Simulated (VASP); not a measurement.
Input of a VASP 6.6.1 run:

POSCAR

```
PbSe
1.0
    0.0000000000      3.0696893648      3.2369874352
    3.0696893648      0.0000000000      3.2369874352
    3.0696893648      3.0696893648      0.0000000000
Pb Se
1 1
Direct
    0.0000000000      0.0000000000      0.0000000000
    0.5000000000      0.5000000000      0.5000000000
```

INCAR.step1

```
PREC = Accurate ; ENCUT = 520
ISMEAR = 0 ; SIGMA = 0.01
LREAL = False ; LASPH = True
NELM = 100 ; NBANDS = 17
GGA = PE ; ALGO = Normal
EDIFF = 1E-4 ; LWAVE = True
LCHARG = False
```

INCAR.step2

```
PREC = Accurate ; ENCUT = 520
EDIFF = 1E-6 ; ISMEAR = 0
SIGMA = 0.01 ; LREAL = False
LASPH = True ; NELM = 100
ALGO = Normal ; ISIF = 2
LWAVE = False ; LCHARG = True
METAGGA = R2SCAN ; LMIXTAU = True
LELF = True ; LVHAR = True
NBANDS = 17 ; ISTART = 1
```

File KPOINTS:

```
Automatic mesh
0
Gamma
  8 8 8
```

Potentials or basis: VASP PAW PBE potentials, release 64 (Pb_d, Se).

Launch:

```console
$ cat potpaw_PBE.64/Pb_d/POTCAR potpaw_PBE.64/Se/POTCAR > POTCAR
$ cp INCAR.step1 INCAR
$ mpirun -np 1 vasp_std > vasp.out
$ cp INCAR.step2 INCAR
$ mpirun -np 1 vasp_std > vasp.out
```

Q: Estimate the pressure.

A: -1.3 GPa.

Q: What does it give for the band gap on the k mesh?

A: 0.70 eV, direct.

Stress tensor (GPa, compression positive):
```
 0.25  0.00  0.00
 0.00  0.25  0.00
 0.00  0.00 -4.37
```

Caveat: the cell differs from its parent crystal (uniaxial z strain +5.5%); the PAW data sets were made with another functional, which shifts forces and pressure a little; spin-orbit coupling is left out, which moves the levels of the heavy elements. A k mesh can miss the band edges.
